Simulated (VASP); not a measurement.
# Fe (Im-3m) in VASP: relaxation of cell and atoms with PBE

Aim: the relaxation of cell and atoms of Fe with PBE.

Everything below comes from runs of VASP 6.6.1. Logs are shortened: lines on timing, memory, paths and dates and some standing lists are left out, and cuts for length are marked.

**1. The cell of the first run**

Symmetry: Im-3m, No. 229, cubic system. The conventional cell has a = 2.833 Å, b = 2.833 Å, c = 2.833 Å, α = 90.00°, β = 90.00°, γ = 90.00°. Within 3.2 Å of Fe (site symmetry m-3m) lie 14 Fe at 2.45 to 2.83 Å.

**2. Relaxation of cell and atoms, PBE, collinear spin, ferromagnetic start**

INCAR

```
SYSTEM = Fe
ALGO = Normal
EDIFF = 1E-7
EDIFFG = -0.005
ENCUT = 600
GGA = PE
GGA_COMPAT = .FALSE.
IBRION = 2
ISIF = 3
ISMEAR = -1
ISPIN = 2
LASPH = .TRUE.
LCHARG = .FALSE.
LMAXMIX = 4
LORBIT = 11
LREAL = .FALSE.
LWAVE = .FALSE.
MAGMOM = 2.5
NELM = 200
NELMIN = 4
NSW = 60
PREC = Accurate
SIGMA = 0.1
```

KPOINTS

```
k-points
0
G
  21 21 21
  0 0 0
```

POSCAR

```
Fe
1.0
   -1.4163059443      1.4163059443      1.4163059443
    1.4163059443     -1.4163059443      1.4163059443
    1.4163059443      1.4163059443     -1.4163059443
Fe
1
Direct
    0.0000000000      0.0000000000      0.0000000000
```

Potentials or basis: VASP PAW PBE potentials, release 64 (Fe).

Started as:

```
cat potpaw_PBE.64/Fe/POTCAR > POTCAR
mpirun -np 1 vasp_std > vasp.out
```

OUTCAR:

```text
SYSTEM = Fe
   EDIFF = 1E-7
   EDIFFG = -0.005
   ENCUT = 600
   GGA = PE
   IBRION = 2
   ISIF = 3
   ISMEAR = -1
   ISPIN = 2
   LASPH = .TRUE.
   LORBIT = 11
   LREAL = .FALSE.
   NELM = 200
   NELMIN = 4
   NSW = 60
   PREC = Accurate

 ion  position               nearest neighbor table
   1  0.000  0.000  0.000-

  LATTYP: Found a body centered cubic cell.
 ALAT       =     2.8326118886

  Lattice vectors:

 A1 = (  -1.4163059443,   1.4163059443,   1.4163059443)
 A2 = (   1.4163059443,  -1.4163059443,   1.4163059443)
 A3 = (   1.4163059443,   1.4163059443,  -1.4163059443)

Analysis of symmetry for initial positions (statically):
=====================================================================
 Subroutine PRICEL returns:
 Original cell was already a primitive cell.

 Routine SETGRP: Setting up the symmetry group for a
 body centered cubic supercell.

 Subroutine GETGRP returns: Found 48 space group operations
 (whereof 48 operations were pure point group operations)
 out of a pool of 48 trial point group operations.

The static configuration has the point symmetry O_h .

Analysis of symmetry for dynamics (positions and initial velocities):
=====================================================================
 Subroutine PRICEL returns:
 Original cell was already a primitive cell.

 Routine SETGRP: Setting up the symmetry group for a
 body centered cubic supercell.

 Subroutine GETGRP returns: Found 48 space group operations
 (whereof 48 operations were pure point group operations)
 out of a pool of 48 trial point group operations.

The dynamic configuration has the point symmetry O_h .

Analysis of structural, dynamic, and magnetic symmetry:
=====================================================================
 Subroutine PRICEL returns:
 Original cell was already a primitive cell.

 Routine SETGRP: Setting up the symmetry group for a
 body centered cubic supercell.

 Subroutine GETGRP returns: Found 48 space group operations
 (whereof 48 operations were pure point group operations)
 out of a pool of 48 trial point group operations.

The overall configuration has the point symmetry O_h .

 Subroutine INISYM returns: Found 48 space group operations
 (whereof 48 operations are pure point group operations),
 and found     1 'primitive' translations

----------------------------------------------------------------------------------------

                                     Primitive cell

  volume of cell :      11.3640

  direct lattice vectors                    reciprocal lattice vectors
    -1.416305944  1.416305944  1.416305944     0.000000000  0.353031068  0.353031068
     1.416305944 -1.416305944  1.416305944     0.353031068  0.000000000  0.353031068
     1.416305944  1.416305944 -1.416305944     0.353031068  0.353031068  0.000000000

  length of vectors
     2.453113855  2.453113855  2.453113855     0.499261324  0.499261324  0.499261324

  position of ions in fractional coordinates (direct lattice)
     0.000000000  0.000000000  0.000000000

  ion indices of the primitive-cell ions
   primitive index   ion index
                 1           1

----------------------------------------------------------------------------------------

 KPOINTS: k-points

Automatic generation of k-mesh.
 Grid dimensions read from file:
 generate k-points for:   21   21   21

 Generating k-lattice:

  Cartesian coordinates                     Fractional coordinates (reciprocal lattice)
     0.000000000  0.016811003  0.016811003     0.047619048  0.000000000  0.000000000
     0.016811003  0.000000000  0.016811003     0.000000000  0.047619048  0.000000000
     0.016811003  0.016811003  0.000000000     0.000000000  0.000000000  0.047619048

  Length of vectors
     0.023774349  0.023774349  0.023774349

  Shift w.r.t. Gamma in fractional coordinates (k-lattice)
     0.000000000  0.000000000  0.000000000

 Subroutine IBZKPT returns following result:
 ===========================================

 Found    286 irreducible k-points:

 Following reciprocal coordinates:
            Coordinates               Weight
  0.000000  0.000000  0.000000      1.000000
  0.047619  0.000000  0.000000     12.000000
  0.095238  0.000000  0.000000     12.000000
  0.142857  0.000000  0.000000     12.000000
  0.190476  0.000000  0.000000     12.000000
  0.238095  0.000000  0.000000     12.000000
[... 16 lines left out ...]
  0.142857  0.095238  0.000000     48.000000
  0.190476  0.095238  0.000000     48.000000
 [... further k-points ...]
   k-points           NKPTS =    286   k-points in BZ     NKDIM =    286   number of bands    NBANDS=      9
   number of dos      NEDOS =    301   number of ions     NIONS =      1
   total plane-waves  NPLWV =   8000
   dimension x,y,z NGX =    20 NGY =   20 NGZ =   20
   dimension x,y,z NGXF=    40 NGYF=   40 NGZF=   40
   ions per type =               1
   NGX,Y,Z   is equivalent  to a cutoff of  13.55, 13.55, 13.55 a.u.
   NGXF,Y,Z  is equivalent  to a cutoff of  27.11, 27.11, 27.11 a.u.
 SYSTEM =  Fe
   PREC   = accura    normal or accurate (medium, high low for compatibility)
   ISTART =      0    job   : 0-new  1-cont  2-samecut
   ICHARG =      2    charge: 1-file 2-atom 10-const
   ISPIN  =      2    spin polarized calculation?
   LNONCOLLINEAR =      F non collinear calculations
   LSORBIT =      F    spin-orbit coupling
   LASPH  =      T    aspherical Exc in radial PAW
   ENCUT  =  600.0 eV  44.10 Ry    6.64 a.u.   4.90  4.90  4.90*2*pi/ulx,y,z
   NELM   =    200;   NELMIN=  4; NELMDL= -5     # of ELM steps
   EDIFF  = 0.1E-06   stopping-criterion for ELM
   LREAL  =      F    real-space projection
   EDIFFG = -.5E-02   stopping-criterion for IOM
   NSW    =     60    number of steps for IOM
   IBRION =      2    ionic relax: 0-MD 1-quasi-New 2-CG
   NFREE  =      1    steps in history (QN), initial steepest desc. (CG)
   ISIF   =      3    stress and relaxation
   ISYM   =      2    0-nonsym 1-usesym 2-fastsym
   POTIM  = 0.5000    time-step for ionic-motion
   TEBEG  =    0.0;   TEEND  =   0.0 temperature during run
   PSTRESS=    0.0 pullay stress
   NELECT =       8.0000    total number of electrons
   NUPDOWN=      -1.0000    fix difference up-down
   EMIN   =  10.00;   EMAX   =-10.00  energy-range for DOS
   EFERMI =   0.00;   METHOD = LEGACY
   ISMEAR =    -1;   SIGMA  =   0.10  broadening in eV -4-tet -1-fermi 0-gaus
   EFERMI_NEDOS =   21; number of points for ismear=-14 and -15
   IALGO  =     38    algorithm
   IMIX   =      4    mixing-type and parameters
     AMIX     =   0.40;   BMIX     =  1.00
     AMIX_MAG =   1.60;   BMIX_MAG =  1.00
  volume/ion in A,a.u.               =      11.36        76.69
  Fermi-wavevector in a.u.,A,eV,Ry     =   1.456334  2.752073 28.856728  2.120910
  Thomas-Fermi vector in A             =   2.573265
   LORBIT       =     11    0 simple, 1 ext, 2 COOP (PROOUT), +10 PAW based schemes
   GGA     = PE    functional components
   LHFCALC =     F    Hartree Fock is set to
   AEXX    =    0.0000 exact exchange contribution
   IVDW    =     0    specifies the selected vdW correction
   LEPSILON=     F    determine dielectric tensor
   LRPA    =     F    only Hartree local field effects (RPA)
 conjugate gradient relaxation of ions
 spin polarized calculation
  energy-cutoff  :      600.00
  volume of cell :       11.36
 maximum number of plane-waves:       394
   NGX =  9   NGY =  9   NGZ =  9

--------------------------------------- Ionic step        1  -------------------------------------------

 number of electron       8.0000006 magnetization       2.1755773

 Free energy of the ion-electron system (eV)
  ---------------------------------------------------
  ext. energy  EPLUGINS =         0.00000000
  ---------------------------------------------------
  free energy    TOTEN  =        -8.25802047 eV

  energy without entropy =       -8.22626978  energy(sigma->0) =       -8.24214513

------------------------ aborting loop because EDIFF is reached ----------------------------------------

  FORCE on cell =-STRESS in cart. coord.  units (eV):
  Direction    XX          YY          ZZ          XY          YZ          ZX
  --------------------------------------------------------------------------------------
  -------------------------------------------------------------------------------------
  Total       -0.0274836     -0.0274836     -0.0274836      0.0000000      0.0000000     -0.0000000
  in kB       -3.8748393     -3.8748393     -3.8748393      0.0000000      0.0000000     -0.0000000
  external PRESSURE =      -3.8748393 kB  Pullay stress =       0.0000000 kB
[... 55 lines left out ...]
  energy  without entropy=       -8.2264508477  energy(sigma->0) =       -8.24224175

--------------------------------------- Ionic step        3  -------------------------------------------

 number of electron       8.0000006 magnetization       2.1715778

 Free energy of the ion-electron system (eV)
  ---------------------------------------------------
  ext. energy  EPLUGINS =         0.00000000
  ---------------------------------------------------
  free energy    TOTEN  =        -8.25805289 eV

  energy without entropy =       -8.22639824  energy(sigma->0) =       -8.24222557

 E-fermi :   5.8559     XC(G=0): -13.1283

 val. band max:        5.8529487337   @ k =  -0.4286   0.4286   0.3333
 cond. band min:       5.8607518184   @ k =  -0.2381   0.2381   0.1905
 fundamental gap:      0.0078030847
 Fermi energy:         5.8558544913

 spin component 1

 k-point     1 :       0.0000    0.0000    0.0000
  band No.  band energies     occupation
      1      -2.5994      1.00000
      2       3.5454      1.00000
      3       3.5454      1.00000
      4       3.5454      1.00000
      5       4.7560      0.99998
      6       4.7560      0.99998
      7      30.8850      0.00000
      8      30.8850      0.00000
      9      30.8850      0.00000
[... 265 lines left out ...]
 k-point    24 :       0.1905    0.0952    0.0000
  band No.  band energies     occupation
      1      -0.2704      1.00000
      2       3.0306      1.00000
      3       3.2213      1.00000
      4       4.5030      1.00000
      5       4.8706      0.99995
      6       4.9434      0.99989
      7      22.3753      0.00000
      8      25.2795      0.00000
      9      28.9996      0.00000

 [... further k-points ...]

 spin component 2

 k-point     1 :       0.0000    0.0000    0.0000
  band No.  band energies     occupation
      1      -2.4343      1.00000
      2       5.4332      0.98561
      3       5.4333      0.98559
      4       5.4333      0.98559
      5       7.4952      0.00000
      6       7.4954      0.00000
      7      30.6342      0.00000
      8      30.6342      0.00000
      9      30.6342      0.00000
[... 304 lines left out ...]
  FREE ENERGIE OF THE ION-ELECTRON SYSTEM (eV)
  ---------------------------------------------------
  free  energy   TOTEN  =        -8.2580528871 eV

  energy  without entropy=       -8.2263982432  energy(sigma->0) =       -8.24222557

 reached required accuracy - stopping structural energy minimisation

 total charge

# of ion       s       p       d       tot
------------------------------------------
    1        0.488   0.542   6.242   7.272

 magnetization (x)

# of ion       s       p       d       tot
------------------------------------------
    1       -0.013  -0.055   2.237   2.169
```

It took 3 min on 1 thread of Oxide Virtual Turin-like, shared host; peak memory 0.15 GiB.

Results:

```yaml
Free_energy: -8.2581 eV
Relaxed_volume: 11.34 Å³/atom
Relaxed_cell: a = 2.451 Å, b = 2.451 Å, c = 2.451 Å, α = 109.47°, β = 109.47°, γ = 109.47°
Space_group_after_relaxing_to_0.1_Å: Im-3m (No. 229)
Energy_gained_by_relaxing: 0.0 meV/atom
Ionic_steps: 3
Pressure_after_relaxing: 0.0 GPa
Net_moment: 2.17 μB per cell
Site_moments: Fe +2.17 μB
Valence_electrons_inside_the_program's_atomic_spheres: Fe 7.27
```

Final structure:
```
Fe
1.0
    -1.41524    1.41524    1.41524
     1.41524   -1.41524    1.41524
     1.41524    1.41524   -1.41524
Fe
1
Direct
  0.00000 0.00000 0.00000
```

Levels at points of the mesh, in eV from the Fermi level:
Spin up:
| k point | band 2 | band 3 | band 4 | band 5 | band 6 | band 7 | band 8 | band 9 |
| --- | --- | --- | --- | --- | --- | --- | --- | --- |
| (0.00, 0.00, 0.00) | -2.31 | -2.31 | -2.31 | -1.10 | -1.10 | 25.03 | 25.03 | 25.03 |
Spin down:
| k point | band 1 | band 2 | band 3 | band 4 | band 5 | band 6 | band 7 |
| --- | --- | --- | --- | --- | --- | --- | --- |
| (0.00, 0.00, 0.00) | -8.29 | -0.42 | -0.42 | -0.42 | 1.64 | 1.64 | 24.78 |
